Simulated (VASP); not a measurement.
# MgO (Fm-3m) in VASP: a series of runs, part 3 of 3

VASP 6.6.1. The steps go on from the part before.

## (5) Single point, PBE

Contents of INCAR:

```
SYSTEM = MgO
PREC = Accurate ; ENCUT = 600
EDIFF = 1E-6 ; ISMEAR = -5
SIGMA = 0.1 ; LREAL = .False.
LASPH = .True. ; NELM = 120
ALGO = Normal ; ISIF = 2
LWAVE = .False. ; LCHARG = .False.
GGA = PE ; NBANDS = 11
GGA_COMPAT = .False.
```

Contents of KPOINTS:

```
regular mesh
0
Gamma
  8 8 8
  0 0 0
```

Contents of POSCAR:

```
MgO
1.0
    0.0000000000      2.1110000000      2.1110000000
    2.1110000000      0.0000000000      2.1110000000
    2.1110000000      2.1110000000      0.0000000000
Mg O
1 1
Direct
    0.0000000000      0.0000000000      0.0000000000
    0.5000000000      0.5000000000      0.5000000000
```

Potentials or basis: VASP PAW PBE potentials, release 64 (Mg, O).

Launch:

```
$ cat potpaw_PBE.64/Mg/POTCAR potpaw_PBE.64/O/POTCAR > POTCAR
$ mpirun -np 1 vasp_std > vasp.out
```

OUTCAR:

```text
SYSTEM = MgO
   PREC = Accurate
   ENCUT = 600
   EDIFF = 1E-6
   ISMEAR = -5
   LREAL = .False.
   LASPH = .True.
   NELM = 120
   ISIF = 2
   GGA = PE

 ion  position               nearest neighbor table
   1  0.000  0.000  0.000-   2 2.11   2 2.11   2 2.11   2 2.11   2 2.11   2 2.11
   2  0.500  0.500  0.500-   1 2.11   1 2.11   1 2.11   1 2.11   1 2.11   1 2.11

  LATTYP: Found a face centered cubic cell.
 ALAT       =     4.2220000000

  Lattice vectors:

 A1 = (   0.0000000000,   2.1110000000,   2.1110000000)
 A2 = (   2.1110000000,   0.0000000000,   2.1110000000)
 A3 = (   2.1110000000,   2.1110000000,   0.0000000000)

Analysis of symmetry for initial positions (statically):
=====================================================================
 Subroutine PRICEL returns:
 Original cell was already a primitive cell.

 Routine SETGRP: Setting up the symmetry group for a
 face centered cubic supercell.

 Subroutine GETGRP returns: Found 48 space group operations
 (whereof 48 operations were pure point group operations)
 out of a pool of 48 trial point group operations.

The static configuration has the point symmetry O_h .

Analysis of symmetry for dynamics (positions and initial velocities):
=====================================================================
 Subroutine PRICEL returns:
 Original cell was already a primitive cell.

 Routine SETGRP: Setting up the symmetry group for a
 face centered cubic supercell.

 Subroutine GETGRP returns: Found 48 space group operations
 (whereof 48 operations were pure point group operations)
 out of a pool of 48 trial point group operations.

The dynamic configuration has the point symmetry O_h .

 Subroutine INISYM returns: Found 48 space group operations
 (whereof 48 operations are pure point group operations),
 and found     1 'primitive' translations

----------------------------------------------------------------------------------------

                                     Primitive cell

  volume of cell :      18.8146

  direct lattice vectors                    reciprocal lattice vectors
     0.000000000  2.111000000  2.111000000    -0.236854571  0.236854571  0.236854571
     2.111000000  0.000000000  2.111000000     0.236854571 -0.236854571  0.236854571
     2.111000000  2.111000000  0.000000000     0.236854571  0.236854571 -0.236854571

  length of vectors
     2.985404830  2.985404830  2.985404830     0.410244151  0.410244151  0.410244151

  position of ions in fractional coordinates (direct lattice)
     0.000000000  0.000000000  0.000000000
     0.500000000  0.500000000  0.500000000

  ion indices of the primitive-cell ions
   primitive index   ion index
                 1           1
                 2           2

----------------------------------------------------------------------------------------

 KPOINTS: regular mesh

Automatic generation of k-mesh.
 Grid dimensions read from file:
 generate k-points for:    8    8    8

 Generating k-lattice:

  Cartesian coordinates                     Fractional coordinates (reciprocal lattice)
[... 22 lines left out ...]
  0.375000  0.000000  0.000000      8.000000
  0.500000  0.000000  0.000000      4.000000
  0.125000  0.125000  0.000000      6.000000
[... 16 lines left out ...]
  0.500000  0.250000  0.125000     48.000000
 -0.375000  0.250000  0.125000     24.000000
 [... further k-points ...]
   k-points           NKPTS =     29   k-points in BZ     NKDIM =     29   number of bands    NBANDS=     11
   number of dos      NEDOS =    301   number of ions     NIONS =      2
   total plane-waves  NPLWV =  13824
   dimension x,y,z NGX =    24 NGY =   24 NGZ =   24
   dimension x,y,z NGXF=    48 NGYF=   48 NGZF=   48
   ions per type =               1   1
   NGX,Y,Z   is equivalent  to a cutoff of  13.36, 13.36, 13.36 a.u.
   NGXF,Y,Z  is equivalent  to a cutoff of  26.73, 26.73, 26.73 a.u.
 SYSTEM =  MgO
   PREC   = accura    normal or accurate (medium, high low for compatibility)
   ISTART =      0    job   : 0-new  1-cont  2-samecut
   ICHARG =      2    charge: 1-file 2-atom 10-const
   ISPIN  =      1    spin polarized calculation?
   LNONCOLLINEAR =      F non collinear calculations
   LSORBIT =      F    spin-orbit coupling
   LASPH  =      T    aspherical Exc in radial PAW
   ENCUT  =  600.0 eV  44.10 Ry    6.64 a.u.   5.96  5.96  5.96*2*pi/ulx,y,z
   NELM   =    120;   NELMIN=  2; NELMDL= -5     # of ELM steps
   EDIFF  = 0.1E-05   stopping-criterion for ELM
   LREAL  =      F    real-space projection
   EDIFFG = 0.1E-04   stopping-criterion for IOM
   NSW    =      0    number of steps for IOM
   IBRION =     -1    ionic relax: 0-MD 1-quasi-New 2-CG
   NFREE  =      0    steps in history (QN), initial steepest desc. (CG)
   ISIF   =      2    stress and relaxation
   ISYM   =      2    0-nonsym 1-usesym 2-fastsym
   POTIM  = 0.5000    time-step for ionic-motion
   TEBEG  =    0.0;   TEEND  =   0.0 temperature during run
   PSTRESS=    0.0 pullay stress
   NELECT =       8.0000    total number of electrons
   NUPDOWN=      -1.0000    fix difference up-down
   EMIN   =  10.00;   EMAX   =-10.00  energy-range for DOS
   EFERMI =   0.00;   METHOD = LEGACY
   ISMEAR =    -5;   SIGMA  =   0.10  broadening in eV -4-tet -1-fermi 0-gaus
   EFERMI_NEDOS =   21; number of points for ismear=-14 and -15
   IALGO  =     38    algorithm
   IMIX   =      4    mixing-type and parameters
     AMIX     =   0.40;   BMIX     =  1.00
     AMIX_MAG =   1.60;   BMIX_MAG =  1.00
  volume/ion in A,a.u.               =       9.41        63.48
  Fermi-wavevector in a.u.,A,eV,Ry     =   1.231043  2.326334 20.619182  1.515467
  Thomas-Fermi vector in A             =   2.365868
   LORBIT       =      0    0 simple, 1 ext, 2 COOP (PROOUT), +10 PAW based schemes
   GGA     = PE    functional components
   LHFCALC =     F    Hartree Fock is set to
   AEXX    =    0.0000 exact exchange contribution
   IVDW    =     0    specifies the selected vdW correction
   LEPSILON=     F    determine dielectric tensor
   LRPA    =     F    only Hartree local field effects (RPA)
 non-spin polarized calculation
 Fermi weights with tetrahedron method with Bloechl corrections
  energy-cutoff  :      600.00
  volume of cell :       18.81
 maximum number of plane-waves:       638
   NGX = 11   NGY = 11   NGZ = 11

 number of electron       8.0000005 magnetization

 Free energy of the ion-electron system (eV)
  ---------------------------------------------------
  ext. energy  EPLUGINS =         0.00000000
  ---------------------------------------------------
  free energy    TOTEN  =       -11.91182454 eV

  energy without entropy =      -11.91182454  energy(sigma->0) =      -11.91182454

 E-fermi :   3.1478     XC(G=0): -11.0448

 val. band max:        3.1322127731   @ k =   0.0000   0.0000   0.0000
 cond. band min:       7.7913532897   @ k =   0.0000   0.0000   0.0000
 fundamental gap:      4.6591405166
 Fermi energy:         3.1477587406

 k-point     1 :       0.0000    0.0000    0.0000
  band No.  band energies     occupation
      1     -14.0942      2.00000
      2       3.1322      2.00000
      3       3.1322      2.00000
      4       3.1322      2.00000
      5       7.7914      0.00000
      6      18.8943      0.00000
      7      18.8943      0.00000
      8      18.8943      0.00000
      9      22.7912      0.00000
     10      24.5585      0.00000
     11      24.5585      0.00000
[... 309 lines left out ...]
 k-point    24 :      -0.3750    0.2500    0.1250
  band No.  band energies     occupation
      1     -12.6797      2.00000
      2      -0.8397      2.00000
      3       1.2139      2.00000
      4       2.1553      2.00000
      5      12.7554      0.00000
      6      15.2632      0.00000
      7      16.5492      0.00000
      8      19.9450      0.00000
      9      23.5767      0.00000
     10      25.1161      0.00000
     11      29.1807      0.00000

 [... further k-points ...]

------------------------ aborting loop because EDIFF is reached ----------------------------------------

  FORCE on cell =-STRESS in cart. coord.  units (eV):
  Direction    XX          YY          ZZ          XY          YZ          ZX
  --------------------------------------------------------------------------------------
  -------------------------------------------------------------------------------------
  Total        0.2964835      0.2964835      0.2964835      0.0000000      0.0000000     -0.0000000
  in kB       25.2473895     25.2473895     25.2473895      0.0000000      0.0000000     -0.0000000
  external PRESSURE =      25.2473895 kB  Pullay stress =       0.0000000 kB

 VOLUME and BASIS-vectors are now :
 -----------------------------------------------------------------------------
  energy-cutoff  :      600.00
  volume of cell :       18.81
      direct lattice vectors                 reciprocal lattice vectors
     0.000000000  2.111000000  2.111000000    -0.236854571  0.236854571  0.236854571
     2.111000000  0.000000000  2.111000000     0.236854571 -0.236854571  0.236854571
     2.111000000  2.111000000  0.000000000     0.236854571  0.236854571 -0.236854571

 POSITION                                       TOTAL-FORCE (eV/Angst)
 -----------------------------------------------------------------------------------
      0.00000      0.00000      0.00000        -0.000000      0.000000      0.000000
      2.11100      2.11100      2.11100         0.000000     -0.000000      0.000000
 -----------------------------------------------------------------------------------
    total drift:                               -0.000000     -0.000000      0.000000

  FREE ENERGIE OF THE ION-ELECTRON SYSTEM (eV)
  ---------------------------------------------------
  free  energy   TOTEN  =       -11.9118245394 eV

  energy  without entropy=      -11.9118245394  energy(sigma->0) =      -11.91182454
```

Run time: 8.6 s. Hardware: 1 thread of Intel Xeon 8259CL, shared host; peak memory 0.14 GiB.

Results:

| Quantity | Value |
| --- | --- |
| Free energy | -11.9118 eV |
| Pressure | 2.5 GPa |
| Band gap on the k mesh | 4.66 eV, direct |

## (6) Single point, PBE

Contents of INCAR:

```
ALGO = Normal ; EDIFF = 1E-6
ENCUT = 600 ; GGA = PE
GGA_COMPAT = F ; ISIF = 2
ISMEAR = 1 ; LASPH = T
LCHARG = T ; LELF = T
LREAL = F ; LVHAR = T
LWAVE = F ; NBANDS = 11
NELM = 120 ; PREC = Accurate
SIGMA = 0.3
```

Contents of KPOINTS:

```
k-points
0
Gamma
  8 8 8
```

POSCAR is that of step 5.

Potentials or basis: VASP PAW PBE potentials, release 64 (Mg, O).

Launch:

```
$ cat potpaw_PBE.64/Mg/POTCAR potpaw_PBE.64/O/POTCAR > POTCAR
$ mpirun -np 1 vasp_std > vasp.out
```

OUTCAR:

```text
EDIFF = 1E-6
   ENCUT = 600
   GGA = PE
   ISIF = 2
   ISMEAR = 1
   LASPH = T
   LREAL = F
   NELM = 120
   PREC = Accurate

 ion  position               nearest neighbor table
   1  0.000  0.000  0.000-   2 2.11   2 2.11   2 2.11   2 2.11   2 2.11   2 2.11
   2  0.500  0.500  0.500-   1 2.11   1 2.11   1 2.11   1 2.11   1 2.11   1 2.11

  LATTYP: Found a face centered cubic cell.
 ALAT       =     4.2220000000

  Lattice vectors:

 A1 = (   0.0000000000,   2.1110000000,   2.1110000000)
 A2 = (   2.1110000000,   0.0000000000,   2.1110000000)
 A3 = (   2.1110000000,   2.1110000000,   0.0000000000)

Analysis of symmetry for initial positions (statically):
=====================================================================
 Subroutine PRICEL returns:
 Original cell was already a primitive cell.

 Routine SETGRP: Setting up the symmetry group for a
 face centered cubic supercell.

 Subroutine GETGRP returns: Found 48 space group operations
 (whereof 48 operations were pure point group operations)
 out of a pool of 48 trial point group operations.

The static configuration has the point symmetry O_h .

Analysis of symmetry for dynamics (positions and initial velocities):
[... 165 lines left out ...]

 k-point     1 :       0.0000    0.0000    0.0000
  band No.  band energies     occupation
      1     -14.0950      2.00000
      2       3.1313      1.38171
      3       3.1313      1.38170
      4       3.1313      1.38170
      5       7.7910     -0.00000
      6      18.8942      0.00000
      7      18.8942      0.00000
      8      18.8942      0.00000
      9      22.7913      0.00000
     10      24.5584      0.00000
     11      24.5584      0.00000
[... 309 lines left out ...]
 k-point    24 :      -0.3750    0.2500    0.1250
  band No.  band energies     occupation
      1     -12.6806      2.00000
      2      -0.8403      2.00000
      3       1.2132      2.00000
      4       2.1545      2.00001
      5      12.7551      0.00000
      6      15.2626      0.00000
      7      16.5490      0.00000
      8      19.9448      0.00000
      9      23.5766      0.00000
     10      25.1159      0.00000
     11      29.1807      0.00000

 [... further k-points ...]
[... 5 lines left out ...]
  --------------------------------------------------------------------------------------
  -------------------------------------------------------------------------------------
  Total        0.2912871      0.2912871      0.2912871      0.0000000      0.0000000      0.0000000
  in kB       24.8048782     24.8048782     24.8048782      0.0000000      0.0000000      0.0000000
  external PRESSURE =      24.8048782 kB  Pullay stress =       0.0000000 kB

 VOLUME and BASIS-vectors are now :
 -----------------------------------------------------------------------------
  energy-cutoff  :      600.00
  volume of cell :       18.81
      direct lattice vectors                 reciprocal lattice vectors
     0.000000000  2.111000000  2.111000000    -0.236854571  0.236854571  0.236854571
     2.111000000  0.000000000  2.111000000     0.236854571 -0.236854571  0.236854571
     2.111000000  2.111000000  0.000000000     0.236854571  0.236854571 -0.236854571

 POSITION                                       TOTAL-FORCE (eV/Angst)
 -----------------------------------------------------------------------------------
      0.00000      0.00000      0.00000         0.000000      0.000000      0.000000
      2.11100      2.11100      2.11100        -0.000000     -0.000000     -0.000000
 -----------------------------------------------------------------------------------
    total drift:                               -0.000000     -0.000000      0.000000

  FREE ENERGIE OF THE ION-ELECTRON SYSTEM (eV)
  ---------------------------------------------------
  free  energy   TOTEN  =       -11.9100272427 eV

  energy  without entropy=      -11.9152244211  energy(sigma->0) =      -11.91175964
```

stdout:

```text
POSCAR found type information on POSCAR MgO
 POSCAR found :  2 types and       2 ions
 scaLAPACK will be used
 LDA part: xc-table for (Slater+PW92), standard interpolation
 POSCAR, INCAR and KPOINTS ok, starting setup
 FFT: planning ... GRIDC
 FFT: planning ... GRID_SOFT
 FFT: planning ... GRID
 WAVECAR not read
 entering main loop
```

Run time: 11 s. Hardware: 1 thread of Intel Xeon 8259CL, shared host; peak memory 0.14 GiB.

What came out:

```yaml
Free_energy: -11.9100 eV
Pressure: 2.5 GPa
Band_gap_on_the_k_mesh: 4.66 eV, direct
```

Levels at points of the mesh, in eV from the valence-band top:
| k point | band 2 | band 3 | band 4 | band 5 | band 6 | band 7 |
| --- | --- | --- | --- | --- | --- | --- |
| (0.00, 0.00, 0.00) | 0.00 | 0.00 | 0.00 | 4.66 | 15.76 | 15.76 |
| (0.50, 0.00, 0.00) | -4.58 | -0.65 | -0.65 | 7.85 | 12.53 | 16.24 |
| (0.50, 0.50, 0.00) | -4.05 | -1.34 | -1.34 | 9.11 | 9.90 | 13.02 |

## (7) The runs side by side

```tsv
k mesh	smearing	gap on the mesh (eV)	pressure (GPa)
4 × 4 × 4	fermi-dirac 0.1 eV	4.65	2.6
8 × 8 × 8	fermi-dirac 0.1 eV	4.66	2.5
8 × 8 × 8	tetrahedron	4.66	2.5
8 × 8 × 8	methfessel-paxton 0.3 eV	4.66	2.5
```

Alike in all rows: task single point; level PBE; potentials or basis VASP PAW PBE potentials, release 64 (Mg, O); no spin polarisation; cell as given; cutoff (eV) 600.

Caveats: some runs use coarse meshes.

Total energies depend on the potentials used, so only differences within one code and one set of settings carry meaning.

## (8) Comparison with measurements

Step 3. Measured gap of MgO: 7.83 eV (quoted in “Electronic structure of alkaline earth and post-transition metal oxides”, 2009, arxiv:0908.1581). This calculation gives 4.66 eV (-3.17 eV). The value is that of PBE, without temperature or zero-point motion. Semilocal functionals fall short of measured gaps as a rule.

Step 4. Against the measured gap of MgO, 7.83 eV (quoted in “Electronic structure of alkaline earth and post-transition metal oxides”, 2009, arxiv:0908.1581), the calculated 4.66 eV is off by -3.17 eV. The value is that of PBE, without temperature or zero-point motion. Semilocal functionals fall short of measured gaps as a rule.

Step 5. A measured gap of MgO is 7.83 eV (quoted in “Electronic structure of alkaline earth and post-transition metal oxides”, 2009, arxiv:0908.1581); the calculated 4.66 eV misses it by -3.17 eV. The value is that of PBE, without temperature or zero-point motion. Semilocal functionals fall short of measured gaps as a rule.

Step 6. Measured gap of MgO: 7.83 eV (quoted in “Electronic structure of alkaline earth and post-transition metal oxides”, 2009, arxiv:0908.1581). This calculation gives 4.66 eV (-3.17 eV). The value is that of PBE, without temperature or zero-point motion. Semilocal functionals fall short of measured gaps as a rule.
